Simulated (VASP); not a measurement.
# GeS (Pnma) in VASP: single point with LDA

Aim: the single point of GeS with LDA.

Program: VASP 6.6.1. These are calculated values, not measurements. Logs are shortened: lines on timing, memory, paths and dates and some standing lists are left out, and cuts for length are marked.

### 1 The cell of the first run

It takes space group Pnma (No. 62, orthorhombic). The conventional cell has a = 10.185 Å, b = 3.642 Å, c = 4.087 Å, α = 90.00°, β = 90.00°, γ = 90.00°. Within 3.2 Å of Ge (site symmetry m) lie 6 S at 2.43 to 3.11 Å and 2 Ge at 3.18 Å. S (site symmetry m) has 6 Ge at 2.43 to 3.11 Å within 3.2 Å.

### 2 Single point, LDA

Input file INCAR:

```
  PREC = Accurate
  ENCUT = 500
  EDIFF = 1E-6
  ISMEAR = 0
  SIGMA = 0.02
  LREAL = F
  LASPH = T
  NELM = 120
  ALGO = Normal
  ISIF = 2
  LWAVE = F
  LCHARG = F
  GGA = CA
  NBANDS = 50
  GGA_COMPAT = F
```

Input file KPOINTS:

```
Automatic mesh
0
Gamma
  4 8 6
```

Input file POSCAR:

```
GeS
1.0
   10.1851252518      0.0000000000      0.0000000000
    0.0000000000      3.6419340763      0.0000000000
    0.0000000000      0.0000000000      4.0874435752
Ge S
4 4
Direct
    0.1185012980      0.2500000000      0.1191927930
    0.3814987020      0.7500000000      0.6191927930
    0.6185012980      0.2500000000      0.3808072070
    0.8814987020      0.7500000000      0.8808072070
    0.8530407535      0.2500000000      0.4927015610
    0.6469592465      0.7500000000     -0.0072984390
    0.3530407535      0.2500000000      1.0072984390
    0.1469592465      0.7500000000      0.5072984390
```

Potentials or basis: VASP PAW LDA potentials, release 64 (Ge_d, S).

Command:

```sh
$ cat potpaw_LDA.64/Ge_d/POTCAR potpaw_LDA.64/S/POTCAR > POTCAR
$ mpirun -np 1 vasp_std > vasp.out
```

OUTCAR:

```text
PREC = Accurate
   ENCUT = 500
   EDIFF = 1E-6
   ISMEAR = 0
   LREAL = F
   LASPH = T
   NELM = 120
   ISIF = 2
   GGA = CA

 ion  position               nearest neighbor table
   1  0.119  0.250  0.119-   7 2.43   8 2.43   8 2.43
   2  0.381  0.750  0.619-   8 2.43   7 2.43   7 2.43
   3  0.619  0.250  0.381-   5 2.43   6 2.43   6 2.43
   4  0.881  0.750  0.881-   6 2.43   5 2.43   5 2.43
   5  0.853  0.250  0.493-   3 2.43   4 2.43   4 2.43
   6  0.647  0.750  0.993-   4 2.43   3 2.43   3 2.43
   7  0.353  0.250  0.007-   1 2.43   2 2.43   2 2.43
   8  0.147  0.750  0.507-   2 2.43   1 2.43   1 2.43

  LATTYP: Found a simple orthorhombic cell.
 ALAT       =     3.6419340763
 B/A-ratio  =     1.1223277219
 C/A-ratio  =     2.7966253750

  Lattice vectors:

 A1 = (   0.0000000000,   3.6419340763,   0.0000000000)
 A2 = (   0.0000000000,   0.0000000000,   4.0874435752)
 A3 = (  10.1851252518,   0.0000000000,   0.0000000000)

Analysis of symmetry for initial positions (statically):
=====================================================================
 Subroutine PRICEL returns:
 Original cell was already a primitive cell.

 Routine SETGRP: Setting up the symmetry group for a
 simple orthorhombic supercell.

 Subroutine GETGRP returns: Found  8 space group operations
 (whereof  2 operations were pure point group operations)
 out of a pool of  8 trial point group operations.

The static configuration has the point symmetry S_2 .
 The point group associated with its full space group is D_2h.

Analysis of symmetry for dynamics (positions and initial velocities):
=====================================================================
 Subroutine PRICEL returns:
 Original cell was already a primitive cell.

 Routine SETGRP: Setting up the symmetry group for a
 simple orthorhombic supercell.

 Subroutine GETGRP returns: Found  8 space group operations
 (whereof  2 operations were pure point group operations)
 out of a pool of  8 trial point group operations.

The dynamic configuration has the point symmetry S_2 .
 The point group associated with its full space group is D_2h.

 Subroutine INISYM returns: Found  8 space group operations
 (whereof  2 operations are pure point group operations),
 and found     1 'primitive' translations

----------------------------------------------------------------------------------------

                                     Primitive cell

  volume of cell :     151.6178

  direct lattice vectors                    reciprocal lattice vectors
    10.185125252  0.000000000  0.000000000     0.098182396  0.000000000  0.000000000
     0.000000000  3.641934076  0.000000000     0.000000000  0.274579380  0.000000000
     0.000000000  0.000000000  4.087443575     0.000000000  0.000000000  0.244651695

  length of vectors
    10.185125252  3.641934076  4.087443575     0.098182396  0.274579380  0.244651695

  position of ions in fractional coordinates (direct lattice)
     0.118501298  0.250000000  0.119192793
     0.381498702  0.750000000  0.619192793
     0.618501298  0.250000000  0.380807207
     0.881498702  0.750000000  0.880807207
     0.853040753  0.250000000  0.492701561
     0.646959247  0.750000000  0.992701561
     0.353040753  0.250000000  0.007298439
     0.146959247  0.750000000  0.507298439

  ion indices of the primitive-cell ions
   primitive index   ion index
                 1           1
                 2           2
                 3           3
                 4           4
                 5           5
                 6           6
                 7           7
                 8           8

----------------------------------------------------------------------------------------

 KPOINTS: Automatic mesh

Automatic generation of k-mesh.
 Grid dimensions read from file:
 generate k-points for:    4    8    6

 Generating k-lattice:

  Cartesian coordinates                     Fractional coordinates (reciprocal lattice)
     0.024545599  0.000000000  0.000000000     0.250000000  0.000000000  0.000000000
     0.000000000  0.034322422  0.000000000     0.000000000  0.125000000  0.000000000
     0.000000000  0.000000000  0.040775283     0.000000000  0.000000000  0.166666667

  Length of vectors
     0.024545599  0.034322422  0.040775283

  Shift w.r.t. Gamma in fractional coordinates (k-lattice)
     0.000000000  0.000000000  0.000000000

 Subroutine IBZKPT returns following result:
 ===========================================

 Found     60 irreducible k-points:

 Following reciprocal coordinates:
            Coordinates               Weight
  0.000000  0.000000  0.000000      1.000000
  0.250000  0.000000  0.000000      2.000000
  0.500000  0.000000  0.000000      1.000000
  0.000000  0.125000  0.000000      2.000000
  0.250000  0.125000  0.000000      4.000000
  0.500000  0.125000  0.000000      2.000000
[... 16 lines left out ...]
  0.250000  0.250000  0.166667      8.000000
  0.500000  0.250000  0.166667      4.000000
 [... further k-points ...]
   k-points           NKPTS =     60   k-points in BZ     NKDIM =     60   number of bands    NBANDS=     50
   number of dos      NEDOS =    301   number of ions     NIONS =      8
   total plane-waves  NPLWV =  67200
   dimension x,y,z NGX =    80 NGY =   28 NGZ =   30
   dimension x,y,z NGXF=   160 NGYF=   56 NGZF=   60
   ions per type =               4   4
   NGX,Y,Z   is equivalent  to a cutoff of  13.06, 12.78, 12.20 a.u.
   NGXF,Y,Z  is equivalent  to a cutoff of  26.12, 25.56, 24.40 a.u.
 SYSTEM =  unknown system
   PREC   = accura    normal or accurate (medium, high low for compatibility)
   ISTART =      0    job   : 0-new  1-cont  2-samecut
   ICHARG =      2    charge: 1-file 2-atom 10-const
   ISPIN  =      1    spin polarized calculation?
   LNONCOLLINEAR =      F non collinear calculations
   LSORBIT =      F    spin-orbit coupling
   LASPH  =      T    aspherical Exc in radial PAW
   ENCUT  =  500.0 eV  36.75 Ry    6.06 a.u.  18.57  6.64  7.45*2*pi/ulx,y,z
   NELM   =    120;   NELMIN=  2; NELMDL= -5     # of ELM steps
   EDIFF  = 0.1E-05   stopping-criterion for ELM
   LREAL  =      F    real-space projection
   EDIFFG = 0.1E-04   stopping-criterion for IOM
   NSW    =      0    number of steps for IOM
   IBRION =     -1    ionic relax: 0-MD 1-quasi-New 2-CG
   NFREE  =      0    steps in history (QN), initial steepest desc. (CG)
   ISIF   =      2    stress and relaxation
   ISYM   =      2    0-nonsym 1-usesym 2-fastsym
   POTIM  = 0.5000    time-step for ionic-motion
   TEBEG  =    0.0;   TEEND  =   0.0 temperature during run
   PSTRESS=    0.0 pullay stress
   NELECT =      80.0000    total number of electrons
   NUPDOWN=      -1.0000    fix difference up-down
   EMIN   =  10.00;   EMAX   =-10.00  energy-range for DOS
   EFERMI =   0.00;   METHOD = LEGACY
   ISMEAR =     0;   SIGMA  =   0.02  broadening in eV -4-tet -1-fermi 0-gaus
   EFERMI_NEDOS =   21; number of points for ismear=-14 and -15
   IALGO  =     38    algorithm
   IMIX   =      4    mixing-type and parameters
     AMIX     =   0.40;   BMIX     =  1.00
     AMIX_MAG =   1.60;   BMIX_MAG =  1.00
  volume/ion in A,a.u.               =      18.95       127.90
  Fermi-wavevector in a.u.,A,eV,Ry     =   1.322883  2.499886 23.810458  1.750019
  Thomas-Fermi vector in A             =   2.452532
   LORBIT       =      0    0 simple, 1 ext, 2 COOP (PROOUT), +10 PAW based schemes
   GGA     = CA    functional components
   LHFCALC =     F    Hartree Fock is set to
   AEXX    =    0.0000 exact exchange contribution
   IVDW    =     0    specifies the selected vdW correction
   LEPSILON=     F    determine dielectric tensor
   LRPA    =     F    only Hartree local field effects (RPA)
 non-spin polarized calculation
 Gauss-broadening in eV      SIGMA  =   0.02
  energy-cutoff  :      500.00
  volume of cell :      151.62
 maximum number of plane-waves:      3870
 NGX is ok and might be reduce to    80
   NGX = 37   NGY = 13   NGZ = 15

 number of electron      80.0000029 magnetization

 Free energy of the ion-electron system (eV)
  ---------------------------------------------------
  ext. energy  EPLUGINS =         0.00000000
  ---------------------------------------------------
  free energy    TOTEN  =       -41.89508309 eV

  energy without entropy =      -41.89508309  energy(sigma->0) =      -41.89508309

 E-fermi :   5.8648     XC(G=0): -10.8537

 val. band max:        5.7641208979   @ k =   0.0000   0.0000   0.3333
 cond. band min:       6.4689621972   @ k =   0.0000   0.0000   0.0000
 fundamental gap:      0.7048412993
 Fermi energy:         5.8648360613

 k-point     1 :       0.0000    0.0000    0.0000
  band No.  band energies     occupation
      1     -18.8852      2.00000
      2     -18.8778      2.00000
      3     -18.8757      2.00000
      4     -18.8715      2.00000
      5     -18.8708      2.00000
      6     -18.8691      2.00000
[... 42 lines left out ...]
     49      11.0772      0.00000
     50      11.6697      0.00000

 k-point     2 :       0.2500    0.0000    0.0000
  band No.  band energies     occupation
      1     -18.8845      2.00000
      2     -18.8797      2.00000
      3     -18.8741      2.00000
      4     -18.8713      2.00000
      5     -18.8712      2.00000
      6     -18.8698      2.00000
[... 42 lines left out ...]
     49      11.4815      0.00000
     50      11.6762      0.00000

 k-point     3 :       0.5000    0.0000    0.0000
  band No.  band energies     occupation
      1     -18.8824      2.00000
      2     -18.8824      2.00000
      3     -18.8724      2.00000
      4     -18.8724      2.00000
      5     -18.8707      2.00000
      6     -18.8707      2.00000
[... 1102 lines left out ...]
     49      10.1950      0.00000
     50      11.0462      0.00000

 k-point    24 :       0.5000    0.2500    0.1667
  band No.  band energies     occupation
      1     -18.8777      2.00000
      2     -18.8777      2.00000
      3     -18.8739      2.00000
      4     -18.8739      2.00000
      5     -18.8703      2.00000
      6     -18.8703      2.00000
[... 42 lines left out ...]
     49      10.4495      0.00000
     50      10.4496      0.00000

 [... further k-points ...]

------------------------ aborting loop because EDIFF is reached ----------------------------------------

  FORCE on cell =-STRESS in cart. coord.  units (eV):
  Direction    XX          YY          ZZ          XY          YZ          ZX
  --------------------------------------------------------------------------------------
  -------------------------------------------------------------------------------------
  Total       -0.0204233     -0.0386973     -0.0001797      0.0000000      0.0000000      0.0000000
  in kB       -0.2158171     -0.4089227     -0.0018990      0.0000000      0.0000000      0.0000000
  external PRESSURE =      -0.2088796 kB  Pullay stress =       0.0000000 kB

 VOLUME and BASIS-vectors are now :
 -----------------------------------------------------------------------------
  energy-cutoff  :      500.00
  volume of cell :      151.62
      direct lattice vectors                 reciprocal lattice vectors
    10.185125252  0.000000000  0.000000000     0.098182396  0.000000000  0.000000000
     0.000000000  3.641934076  0.000000000     0.000000000  0.274579380  0.000000000
     0.000000000  0.000000000  4.087443575     0.000000000  0.000000000  0.244651695

 POSITION                                       TOTAL-FORCE (eV/Angst)
 -----------------------------------------------------------------------------------
      1.20695      0.91048      0.48719        -0.011128     -0.000000     -0.012439
      3.88561      2.73145      2.53092         0.011128     -0.000000     -0.012439
      6.29951      0.91048      1.55653        -0.011128     -0.000000      0.012439
      8.97817      2.73145      3.60025         0.011128      0.000000      0.012439
      8.68833      0.91048      2.01389         0.005982     -0.000000     -0.008304
      6.58936      2.73145      4.05761        -0.005982     -0.000000     -0.008304
      3.59576      0.91048      0.02983         0.005982     -0.000000      0.008304
      1.49680      2.73145      2.07355        -0.005982      0.000000      0.008304
 -----------------------------------------------------------------------------------
    total drift:                                0.000000      0.000000      0.000000

  FREE ENERGIE OF THE ION-ELECTRON SYSTEM (eV)
  ---------------------------------------------------
  free  energy   TOTEN  =       -41.8950830924 eV

  energy  without entropy=      -41.8950830924  energy(sigma->0) =      -41.89508309
```

Wall time 4.5 min (1 thread of Intel Xeon Platinum 8488C (Sapphire Rapids), shared host); peak memory 0.41 GiB.

What came out:

```
Free energy            : -41.8951 eV
Pressure               : 0.0 GPa
Largest force          : 0.017 eV/Å
Band gap on the k mesh : 0.70 eV (least direct gap 1.02 eV)
```

Forces on the atoms (eV/Å):
```
Ge  -0.011  0.000 -0.012
Ge   0.011  0.000 -0.012
Ge  -0.011  0.000  0.012
Ge   0.011  0.000  0.012
S    0.006  0.000 -0.008
S   -0.006  0.000 -0.008
S    0.006  0.000  0.008
S   -0.006  0.000  0.008
```

Levels at points of the mesh, in eV from the valence-band top:
```tsv
k point	band 38	band 39	band 40	band 41	band 42	band 43
(0.00, 0.00, 0.00)	-1.07	-0.98	-0.31	0.70	2.56	2.71
(0.50, 0.00, 0.00)	-2.18	-0.56	-0.56	2.26	2.26	2.65
(0.00, 0.50, 0.00)	-1.37	-1.16	-1.16	1.19	1.19	1.59
(0.50, 0.50, 0.00)	-1.52	-1.52	-1.52	1.70	1.70	1.70
(0.00, 0.00, 0.50)	-0.97	-0.28	-0.28	1.46	1.46	2.09
(0.50, 0.00, 0.50)	-0.72	-0.27	-0.27	1.35	1.35	2.17
(0.00, 0.50, 0.50)	-2.67	-1.70	-1.70	3.04	3.04	3.39
(0.50, 0.50, 0.50)	-1.70	-1.70	-1.70	2.59	2.59	2.59
```

A k mesh can miss the band edges.
